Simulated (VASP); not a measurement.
# MgO (Fm-3m) in VASP: notebook

MgO is run at these levels: LDA; tasks: vibrations by perturbation theory.

Program: VASP 6.6.1. These are calculated values, not measurements. Logs are shortened: lines on timing, memory, paths and dates and some standing lists are left out, and cuts for length are marked.

### Step 1. The cell of the first run

It takes space group Fm-3m (No. 225, cubic). Conventional cell: a = 4.159 Å, b = 4.159 Å, c = 4.159 Å, α = 90.00°, β = 90.00°, γ = 90.00°. Within 2.8 Å of Mg (site symmetry m-3m) lie 6 O at 2.08 Å. Within 2.8 Å of O (site symmetry m-3m) lie 6 Mg at 2.08 Å.

### Step 2. Vibrations by perturbation theory, LDA

The input, INCAR:

```
SYSTEM = MgO
PREC     = Accurate       ! precision mode
ENCUT    = 520            ! plane-wave cutoff, eV
EDIFF    = 1E-8           ! SCF threshold, eV
ISMEAR   = 0              ! smearing method
SIGMA    = 0.01           ! smearing width, eV
LREAL    = .FALSE.        ! projectors in reciprocal space
LASPH    = .TRUE.         ! aspherical terms in the spheres
NELM     = 100            ! most SCF steps
ALGO     = Normal         ! electronic algorithm
ISIF     = 2              ! what is computed and relaxed
LWAVE    = .FALSE.        ! write WAVECAR
LCHARG   = .TRUE.         ! write CHGCAR
NBANDS   = 11             ! bands
IBRION   = 8              ! ionic algorithm
NSW      = 1              ! ionic steps
LEPSILON = .TRUE.         ! dielectric tensor by DFPT
```

The input, KPOINTS:

```
Automatic mesh
0
G
  8 8 8
  0 0 0
```

The input, POSCAR:

```
MgO
1.0
    0.0000000000      2.0796027515      2.0796027515
    2.0796027515      0.0000000000      2.0796027515
    2.0796027515      2.0796027515      0.0000000000
Mg O
1 1
Direct
    0.0000000000      0.0000000000      0.0000000000
    0.5000000000      0.5000000000      0.5000000000
```

Potentials or basis: VASP PAW LDA potentials, release 64 (Mg, O).

Launch:

```console
cat potpaw_LDA.64/Mg/POTCAR potpaw_LDA.64/O/POTCAR > POTCAR
mpirun -np 1 vasp_std > vasp.out
```

OUTCAR:

```text
SYSTEM = MgO
   PREC = Accurate
   ENCUT = 520
   EDIFF = 1E-8
   ISMEAR = 0
   LREAL = .FALSE.
   LASPH = .TRUE.
   NELM = 100
   ISIF = 2
   IBRION = 8
   NSW = 1
   LEPSILON = .TRUE.

 ion  position               nearest neighbor table
   1  0.000  0.000  0.000-   2 2.08   2 2.08   2 2.08   2 2.08   2 2.08   2 2.08
   2  0.500  0.500  0.500-   1 2.08   1 2.08   1 2.08   1 2.08   1 2.08   1 2.08

  LATTYP: Found a face centered cubic cell.
 ALAT       =     4.1592055030

  Lattice vectors:

 A1 = (   0.0000000000,   2.0796027515,   2.0796027515)
 A2 = (   2.0796027515,   0.0000000000,   2.0796027515)
 A3 = (   2.0796027515,   2.0796027515,   0.0000000000)

Analysis of symmetry for initial positions (statically):
=====================================================================
 Subroutine PRICEL returns:
 Original cell was already a primitive cell.

 Routine SETGRP: Setting up the symmetry group for a
 face centered cubic supercell.

 Subroutine GETGRP returns: Found 48 space group operations
 (whereof 48 operations were pure point group operations)
 out of a pool of 48 trial point group operations.

The static configuration has the point symmetry O_h .

Analysis of symmetry for dynamics (positions and initial velocities):
=====================================================================
 Subroutine PRICEL returns:
 Original cell was already a primitive cell.

 Routine SETGRP: Setting up the symmetry group for a
 face centered cubic supercell.

 Subroutine GETGRP returns: Found 48 space group operations
 (whereof 48 operations were pure point group operations)
 out of a pool of 48 trial point group operations.

The dynamic configuration has the point symmetry O_h .

 Subroutine INISYM returns: Found 48 space group operations
 (whereof 48 operations are pure point group operations),
 and found     1 'primitive' translations

----------------------------------------------------------------------------------------

                                     Primitive cell

  volume of cell :      17.9875

  direct lattice vectors                    reciprocal lattice vectors
     0.000000000  2.079602751  2.079602751    -0.240430534  0.240430534  0.240430534
     2.079602751  0.000000000  2.079602751     0.240430534 -0.240430534  0.240430534
     2.079602751  2.079602751  0.000000000     0.240430534  0.240430534 -0.240430534

  length of vectors
     2.941002416  2.941002416  2.941002416     0.416437901  0.416437901  0.416437901

  position of ions in fractional coordinates (direct lattice)
     0.000000000  0.000000000  0.000000000
     0.500000000  0.500000000  0.500000000

  ion indices of the primitive-cell ions
   primitive index   ion index
                 1           1
                 2           2

----------------------------------------------------------------------------------------

 KPOINTS: Automatic mesh

Automatic generation of k-mesh.
 Grid dimensions read from file:
 generate k-points for:    8    8    8

 Generating k-lattice:

  Cartesian coordinates                     Fractional coordinates (reciprocal lattice)
    -0.030053817  0.030053817  0.030053817     0.125000000  0.000000000  0.000000000
[... 485 lines left out ...]
  ---------------------------------------------------
  ---------------------------------------------------
  free energy    TOTEN  =        -0.11199688 eV

  energy without entropy =       -0.11199688

------------------------ aborting loop because EDIFF is reached ----------------------------------------

--------------------------------------- Ionic step        2  -------------------------------------------

------------------------ aborting loop because EDIFF is reached ----------------------------------------

--------------------------------------- Ionic step        3  -------------------------------------------

------------------------ aborting loop because EDIFF is reached ----------------------------------------

 PIEZOELECTRIC TENSOR FIELD DIRECTION 3  (e Angst)
 -----------------------------------------------------------------------------
    -0.00013  0.00000  0.00000           ( -0.00001  0.00000  0.00000)
     0.00000 -0.00013  0.00000           (  0.00000 -0.00001  0.00000)
     0.00000  0.00000 -0.00021           (  0.00000  0.00000 -0.00001)

 PIEZOELECTRIC TENSOR FIELD DIRECTION 3  (C/m^2)
 -----------------------------------------------------------------------------
    -0.00011  0.00000  0.00000
     0.00000 -0.00011  0.00000
     0.00000  0.00000 -0.00019

--------------------------------------- Ionic step        4  -------------------------------------------

------------------------ aborting loop because EDIFF is reached ----------------------------------------

[... ionic steps 5 to 6 ...]

--------------------------------------- Ionic step        7  -------------------------------------------

 Free energy of the ion-electron system (eV)
  ---------------------------------------------------
  ---------------------------------------------------
  free energy    TOTEN  =        -0.35241250 eV

  energy without entropy =       -0.35241250

------------------------ aborting loop because EDIFF is reached ----------------------------------------

 INTERNAL STRAIN TENSOR  FOR ION    2  DIRECTION 1   (eV/Angst):
 -----------------------------------------------------------------------------
    -0.00564 -0.00000  0.00000
     0.00000  0.00716 -0.00000
     0.00000 -0.00000  0.00716

 MACROSCOPIC STATIC DIELECTRIC TENSOR (including local field effects in DFT)
 ------------------------------------------------------
           3.106148     0.000000    -0.000000
          -0.000000     3.106148    -0.000000
           0.000000     0.000000     3.106148
 ------------------------------------------------------

 PIEZOELECTRIC TENSOR (including local field effects)  for field in x, y, z        (e  Angst)
          XX          YY          ZZ          XY          YZ          ZX
  --------------------------------------------------------------------------------
  x     0.00000     0.00000     0.00000     0.00000     0.00000     0.00000
  y     0.00000     0.00000     0.00000     0.00000     0.00000     0.00000
  z     0.00000     0.00000     0.00000     0.00000     0.00000     0.00000

 PIEZOELECTRIC TENSOR (including local field effects)  for field in x, y, z        (C/m^2)
          XX          YY          ZZ          XY          YZ          ZX
  --------------------------------------------------------------------------------
  x     0.00000     0.00000     0.00000     0.00000     0.00000     0.00000
  y     0.00000     0.00000     0.00000     0.00000     0.00000     0.00000
  z     0.00000     0.00000     0.00000     0.00000     0.00000     0.00000

 BORN EFFECTIVE CHARGES (including local field effects) (in |e|, cummulative output)
 ---------------------------------------------------------------------------------
 ion    1
    1     1.95279    -0.00000     0.00000
    2     0.00000     1.95279    -0.00000
    3     0.00000    -0.00000     1.95279
 ion    2
    1    -1.95279     0.00000    -0.00000
    2     0.00000    -1.95279     0.00000
    3    -0.00000     0.00000    -1.95279

 INTERNAL STRAIN TENSOR FOR ION    2 for displacements in x,y,z  (eV/Angst):
          X           Y           Z          XY          YZ          ZX
  --------------------------------------------------------------------------------
  x     0.00000     0.00000     0.00000     0.00000     0.00000     0.00000
  y     0.00000     0.00000     0.00000     0.00000     0.00000     0.00000
  z     0.00000     0.00000     0.00000     0.00000     0.00000     0.00000

 SECOND DERIVATIVES (NOT SYMMETRIZED)
 ------------------------------------
               1X          1Y          1Z          2X          2Y          2Z
  1X    -6.093474    0.000000    0.000000    6.093474    0.000000    0.000000
  1Y     0.000000   -6.093474    0.000000    0.000000    6.093474    0.000000
  1Z     0.000000    0.000000   -6.093474    0.000000    0.000000    6.093474
  2X     6.099663    0.000000    0.000000   -6.099663    0.000000    0.000000
  2Y     0.000000    6.099663    0.000000    0.000000   -6.099663    0.000000
  2Z     0.000000    0.000000    6.099663    0.000000    0.000000   -6.099663

 Eigenvectors and eigenvalues of the dynamical matrix
 ----------------------------------------------------

   1 f  =   12.427616 THz    78.085016 2PiTHz  414.540660 cm-1    51.396468 meV
             X         Y         Z           dx          dy          dz
      0.000000  0.000000  0.000000     0.000000    0.629865    0.000000
      2.079603  2.079603  2.079603     0.000000   -0.776705    0.000000
[... 21 lines left out ...]
   6 f/i=    0.003086 THz     0.019389 2PiTHz    0.102931 cm-1     0.012762 meV
             X         Y         Z           dx          dy          dz
      0.000000  0.000000  0.000000     0.000000    0.000000    0.776705
      2.079603  2.079603  2.079603     0.000000    0.000000    0.629865

--------------------------------------------------------------------------------------------------------

 MACROSCOPIC STATIC DIELECTRIC TENSOR IONIC CONTRIBUTION
 ------------------------------------------------------
           6.292453     0.000000     0.000000
          -0.000000     6.292453    -0.000000
           0.000000    -0.000000     6.292453
 ------------------------------------------------------

 ELASTIC MODULI CONTR FROM IONIC RELAXATION (kBar)
 Direction    XX          YY          ZZ          XY          YZ          ZX
 --------------------------------------------------------------------------------
 XX           0.0000      0.0000      0.0000      0.0000      0.0000      0.0000
 YY           0.0000      0.0000      0.0000      0.0000      0.0000      0.0000
 ZZ           0.0000      0.0000      0.0000      0.0000      0.0000      0.0000
 XY           0.0000      0.0000      0.0000      0.0000      0.0000      0.0000
 YZ           0.0000      0.0000      0.0000      0.0000      0.0000      0.0000
 ZX           0.0000      0.0000      0.0000      0.0000      0.0000      0.0000
 --------------------------------------------------------------------------------

 PIEZOELECTRIC TENSOR IONIC CONTR  for field in x, y, z        (C/m^2)
          XX          YY          ZZ          XY          YZ          ZX
  --------------------------------------------------------------------------------
  x     0.00000     0.00000     0.00000     0.00000     0.00000     0.00000
  y     0.00000     0.00000     0.00000     0.00000     0.00000     0.00000
  z     0.00000     0.00000     0.00000     0.00000     0.00000     0.00000
```

It took 2.2 min on 1 thread of AMD EPYC 7R13, shared host; peak memory 0.14 GiB.

Results:

| Property | Result |
| --- | --- |
| Electronic dielectric tensor (diagonal) | 3.11 |
| Born charges (mean of the diagonal) | Mg +1.95; O -1.95 e |
| Highest phonon frequency at Γ, LO-TO splitting left out | 415 cm⁻¹ |

Phonon frequencies in cm⁻¹ (negative: imaginary):
```csv
q point,frequencies
"(0.000, 0.000, 0.000)",0 0 0 415 415 415
```

Electronic dielectric tensor:
```
3.11 0.00 0.00
0.00 3.11 0.00
0.00 0.00 3.11
```

Born effective charge tensors (e):
atom 1, Mg
```
1.95 0.00 0.00
0.00 1.95 0.00
0.00 0.00 1.95
```
atom 2, O
```
-1.95  0.00  0.00
 0.00 -1.95  0.00
 0.00  0.00 -1.95
```

Caveat: the cell wasn't relaxed at this level first, which shifts response properties.

[end of part 1 of 2]
